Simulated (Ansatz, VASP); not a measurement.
**Two plane-wave programs on BiTe**

```xyz
2
Lattice="3.9133 0.0000 0.0000 0.0000 3.9133 0.0000 0.0000 0.0000 3.8742" Properties=species:S:1:pos:R:3 pbc="T T T"
Bi    0.0000    0.0000    0.0000
Te    1.9567    1.9567    1.9371
```

Change from the starting cell: strain e3 = -0.01, atoms carried along.

Alike in both runs: task single point; functional PBE; k mesh 10 × 10 × 10; occupations gaussian, width 0.05 eV; no spin polarisation.

```csv
,VASP,Ansatz
version,VASP 6.6.1,Ansatz 0.2.0
potentials or method,"VASP PAW PBE potentials, release 64 (Bi_d, Te), cutoff 520 eV","scalar-relativistic, plane waves, PAW"
valence electrons in the cell,21,31
```

```tsv
	VASP	Ansatz	Ansatz less VASP
gap on the k mesh at the Fermi level (eV)	none	none	-
pressure (GPa)	0.7	0.6	-0.06
traceless stress, the component that is largest in VASP (GPa)	0.55	0.55	0.000
```

A gap of «none» marks a metal or a gap that the smearing closes. VASP's potentials hold 21 valence electrons a cell and Ansatz's 31, so a difference there can come from the potentials and not from the codes.

Neither program's run includes spin-orbit coupling.
